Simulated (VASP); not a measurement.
# Cu (I4/mmm) in VASP: a series of runs, part 2 of 2

VASP 6.6.1. Earlier steps stand in the parts before.

## 3. Single point, PBE

This run uses another cell than the first one, of 11.01 Å³/atom, 1.016 times its volume.

INCAR reads:

```
PREC     = Accurate       # precision mode
ENCUT    = 520            # plane-wave cutoff, eV
EDIFF    = 1E-7           # SCF threshold, eV
ISMEAR   = 0              # smearing method
SIGMA    = 0.15           # smearing width, eV
LREAL    = False          # projectors in reciprocal space
LASPH    = True           # aspherical terms in the spheres
NELM     = 100            # most SCF steps
ALGO     = Normal         # electronic algorithm
ISIF     = 2              # what is computed and relaxed
LWAVE    = False          # write WAVECAR
LCHARG   = False          # write CHGCAR
GGA      = PE             # functional
NBANDS   = 12             # bands
```

KPOINTS reads:

```
regular mesh
0
Gamma
  22 22 22
```

POSCAR reads:

```
Cu
1.0
   -1.3996000000      1.3996000000      1.4050000000
    1.3996000000     -1.3996000000      1.4050000000
    1.3996000000      1.3996000000     -1.4050000000
Cu
1
Direct
    0.0000000000      0.0000000000      0.0000000000
```

Potentials or basis: VASP PAW PBE potentials, release 64 (Cu).

On the command line:

```bash
cat potpaw_PBE.64/Cu/POTCAR > POTCAR
mpirun -np 1 vasp_std > vasp.out
```

OUTCAR:

```text
PREC = Accurate
   ENCUT = 520
   EDIFF = 1E-7
   ISMEAR = 0
   LREAL = False
   LASPH = True
   NELM = 100
   ISIF = 2
   GGA = PE

 ion  position               nearest neighbor table
   1  0.000  0.000  0.000-

  LATTYP: Found a body centered tetragonal cell.
 ALAT       =     2.7992000000
 C/A-ratio  =     1.0038582452

  Lattice vectors:

 A1 = (  -1.3996000000,   1.3996000000,   1.4050000000)
 A2 = (   1.3996000000,  -1.3996000000,   1.4050000000)
 A3 = (   1.3996000000,   1.3996000000,  -1.4050000000)

Analysis of symmetry for initial positions (statically):
=====================================================================
 Subroutine PRICEL returns:
 Original cell was already a primitive cell.

 Routine SETGRP: Setting up the symmetry group for a
 body centered tetragonal supercell.

 Subroutine GETGRP returns: Found 16 space group operations
 (whereof 16 operations were pure point group operations)
 out of a pool of 16 trial point group operations.

The static configuration has the point symmetry D_4h.

Analysis of symmetry for dynamics (positions and initial velocities):
=====================================================================
 Subroutine PRICEL returns:
 Original cell was already a primitive cell.

 Routine SETGRP: Setting up the symmetry group for a
 body centered tetragonal supercell.

 Subroutine GETGRP returns: Found 16 space group operations
 (whereof 16 operations were pure point group operations)
 out of a pool of 16 trial point group operations.

The dynamic configuration has the point symmetry D_4h.

 Subroutine INISYM returns: Found 16 space group operations
 (whereof 16 operations are pure point group operations),
 and found     1 'primitive' translations

----------------------------------------------------------------------------------------

                                     Primitive cell

  volume of cell :      11.0089

  direct lattice vectors                    reciprocal lattice vectors
    -1.399600000  1.399600000  1.405000000     0.000000000  0.357244927  0.355871886
     1.399600000 -1.399600000  1.405000000     0.357244927  0.000000000  0.355871886
     1.399600000  1.399600000 -1.405000000     0.357244927  0.357244927  0.000000000

  length of vectors
     2.427300006  2.427300006  2.427300006     0.504250669  0.504250669  0.505220621

  position of ions in fractional coordinates (direct lattice)
     0.000000000  0.000000000  0.000000000

  ion indices of the primitive-cell ions
   primitive index   ion index
                 1           1

----------------------------------------------------------------------------------------

 KPOINTS: regular mesh

Automatic generation of k-mesh.
 Grid dimensions read from file:
 generate k-points for:   22   22   22

 Generating k-lattice:

  Cartesian coordinates                     Fractional coordinates (reciprocal lattice)
     0.000000000  0.016238406  0.016175995     0.045454545  0.000000000 -0.000000000
     0.016238406  0.000000000  0.016175995     0.000000000  0.045454545 -0.000000000
     0.016238406  0.016238406  0.000000000     0.000000000  0.000000000  0.045454545

  Length of vectors
     0.022920485  0.022920485  0.022964574

  Shift w.r.t. Gamma in fractional coordinates (k-lattice)
     0.000000000  0.000000000  0.000000000

 Subroutine IBZKPT returns following result:
 ===========================================

 Found    834 irreducible k-points:

 Following reciprocal coordinates:
            Coordinates               Weight
  0.000000  0.000000  0.000000      1.000000
  0.045455  0.000000 -0.000000      8.000000
  0.090909  0.000000 -0.000000      8.000000
  0.136364  0.000000 -0.000000      8.000000
  0.181818  0.000000 -0.000000      8.000000
  0.227273  0.000000 -0.000000      8.000000
[... 16 lines left out ...]
  0.500000  0.045455 -0.000000     16.000000
 -0.454545  0.045455  0.000000     16.000000
 [... further k-points ...]
   k-points           NKPTS =    834   k-points in BZ     NKDIM =    834   number of bands    NBANDS=     12
   number of dos      NEDOS =    301   number of ions     NIONS =      1
   total plane-waves  NPLWV =   5832
   dimension x,y,z NGX =    18 NGY =   18 NGZ =   18
   dimension x,y,z NGXF=    36 NGYF=   36 NGZF=   36
   ions per type =               1
   NGX,Y,Z   is equivalent  to a cutoff of  12.33, 12.33, 12.33 a.u.
   NGXF,Y,Z  is equivalent  to a cutoff of  24.66, 24.66, 24.66 a.u.
 SYSTEM =  unknown system
   PREC   = accura    normal or accurate (medium, high low for compatibility)
   ISTART =      0    job   : 0-new  1-cont  2-samecut
   ICHARG =      2    charge: 1-file 2-atom 10-const
   ISPIN  =      1    spin polarized calculation?
   LNONCOLLINEAR =      F non collinear calculations
   LSORBIT =      F    spin-orbit coupling
   LASPH  =      T    aspherical Exc in radial PAW
   ENCUT  =  520.0 eV  38.22 Ry    6.18 a.u.   4.51  4.51  4.51*2*pi/ulx,y,z
   NELM   =    100;   NELMIN=  2; NELMDL= -5     # of ELM steps
   EDIFF  = 0.1E-06   stopping-criterion for ELM
   LREAL  =      F    real-space projection
   EDIFFG = 0.1E-05   stopping-criterion for IOM
   NSW    =      0    number of steps for IOM
   IBRION =     -1    ionic relax: 0-MD 1-quasi-New 2-CG
   NFREE  =      0    steps in history (QN), initial steepest desc. (CG)
   ISIF   =      2    stress and relaxation
   ISYM   =      2    0-nonsym 1-usesym 2-fastsym
   POTIM  = 0.5000    time-step for ionic-motion
   TEBEG  =    0.0;   TEEND  =   0.0 temperature during run
   PSTRESS=    0.0 pullay stress
   NELECT =      11.0000    total number of electrons
   NUPDOWN=      -1.0000    fix difference up-down
   EMIN   =  10.00;   EMAX   =-10.00  energy-range for DOS
   EFERMI =   0.00;   METHOD = LEGACY
   ISMEAR =     0;   SIGMA  =   0.15  broadening in eV -4-tet -1-fermi 0-gaus
   EFERMI_NEDOS =   21; number of points for ismear=-14 and -15
   IALGO  =     38    algorithm
   IMIX   =      4    mixing-type and parameters
     AMIX     =   0.40;   BMIX     =  1.00
     AMIX_MAG =   1.60;   BMIX_MAG =  1.00
  volume/ion in A,a.u.               =      11.01        74.29
  Fermi-wavevector in a.u.,A,eV,Ry     =   1.636657  3.092833 36.445192  2.678646
  Thomas-Fermi vector in A             =   2.727927
   LORBIT       =      0    0 simple, 1 ext, 2 COOP (PROOUT), +10 PAW based schemes
   GGA     = PE    functional components
   LHFCALC =     F    Hartree Fock is set to
   AEXX    =    0.0000 exact exchange contribution
   IVDW    =     0    specifies the selected vdW correction
   LEPSILON=     F    determine dielectric tensor
   LRPA    =     F    only Hartree local field effects (RPA)
 non-spin polarized calculation
 Gauss-broadening in eV      SIGMA  =   0.15
  energy-cutoff  :      520.00
  volume of cell :       11.01
 maximum number of plane-waves:       321
   NGX =  9   NGY =  9   NGZ =  9

 number of electron      11.0000018 magnetization

 Free energy of the ion-electron system (eV)
  ---------------------------------------------------
  ext. energy  EPLUGINS =         0.00000000
  ---------------------------------------------------
  free energy    TOTEN  =        -3.64609805 eV

  energy without entropy =       -3.64147051  energy(sigma->0) =       -3.64378428

 E-fermi :   8.5014     XC(G=0): -13.1413

 val. band max:        8.4891874535   @ k =  -0.2273  -0.3182   0.0909
 cond. band min:       8.5063439362   @ k =   0.4545   0.0455   0.0455
 fundamental gap:      0.0171564827
 Fermi energy:         8.5013648336

 k-point     1 :       0.0000    0.0000    0.0000
  band No.  band energies     occupation
      1      -1.4045      2.00000
      2       5.1449      2.00000
      3       5.1449      2.00000
      4       5.1610      2.00000
      5       6.2621      2.00000
      6       6.2792      2.00000
      7      34.1743      0.00000
      8      34.2622      0.00000
      9      34.2622      0.00000
     10      38.5222      0.00000
     11      38.5739      0.00000
     12      38.5995      0.00000
[... 331 lines left out ...]
 k-point    24 :      -0.4545    0.0455    0.0000
  band No.  band energies     occupation
      1       3.0025      2.00000
      2       4.4043      2.00000
      3       6.1385      2.00000
      4       6.2829      2.00000
      5       6.6640      2.00000
      6       7.4382      2.00000
      7      14.4862      0.00000
      8      26.0877      0.00000
      9      27.0601      0.00000
     10      31.4251      0.00000
     11      34.5943      0.00000
     12      42.4724      0.00000

 [... further k-points ...]
[... 5 lines left out ...]
  --------------------------------------------------------------------------------------
  -------------------------------------------------------------------------------------
  Total        1.0590042      1.0590042      1.0624968      0.0000000     -0.0000000      0.0000000
  in kB      154.1217964    154.1217964    154.6300909      0.0000000     -0.0000000      0.0000000
  external PRESSURE =     154.2912279 kB  Pullay stress =       0.0000000 kB

 VOLUME and BASIS-vectors are now :
 -----------------------------------------------------------------------------
  energy-cutoff  :      520.00
  volume of cell :       11.01
      direct lattice vectors                 reciprocal lattice vectors
    -1.399600000  1.399600000  1.405000000     0.000000000  0.357244927  0.355871886
     1.399600000 -1.399600000  1.405000000     0.357244927  0.000000000  0.355871886
     1.399600000  1.399600000 -1.405000000     0.357244927  0.357244927  0.000000000

 POSITION                                       TOTAL-FORCE (eV/Angst)
 -----------------------------------------------------------------------------------
      0.00000      0.00000      0.00000         0.000000      0.000000      0.000000
 -----------------------------------------------------------------------------------
    total drift:                                0.000000      0.000000      0.000000

  FREE ENERGIE OF THE ION-ELECTRON SYSTEM (eV)
  ---------------------------------------------------
  free  energy   TOTEN  =        -3.6460980465 eV

  energy  without entropy=       -3.6414705051  energy(sigma->0) =       -3.64378428
```

Wall time 33 s (1 thread of Intel Xeon 6975P-C (Granite Rapids), shared host); peak memory 0.21 GiB.

Results:

| Quantity | Value |
| --- | --- |
| Free energy | -3.6461 eV |
| Pressure | 15.4 GPa |

Levels at points of the mesh, in eV from the Fermi level:
```tsv
k point	band 2	band 3	band 4	band 5	band 6	band 7	band 8	band 9	band 10	band 11
(0.00, 0.00, 0.00)	-3.36	-3.36	-3.34	-2.24	-2.22	25.67	25.76	25.76	30.02	30.07
(0.50, 0.00, 0.00)	-4.14	-2.28	-2.11	-1.42	-0.79	4.72	18.10	18.48	22.26	25.53
(0.50, 0.50, 0.00)	-4.16	-2.26	-2.10	-1.41	-0.76	4.76	18.00	18.36	22.16	25.44
(0.50, 0.50, 0.50)	-5.06	-1.61	-1.60	-1.60	8.41	8.56	8.56	14.09	14.17	17.20
```
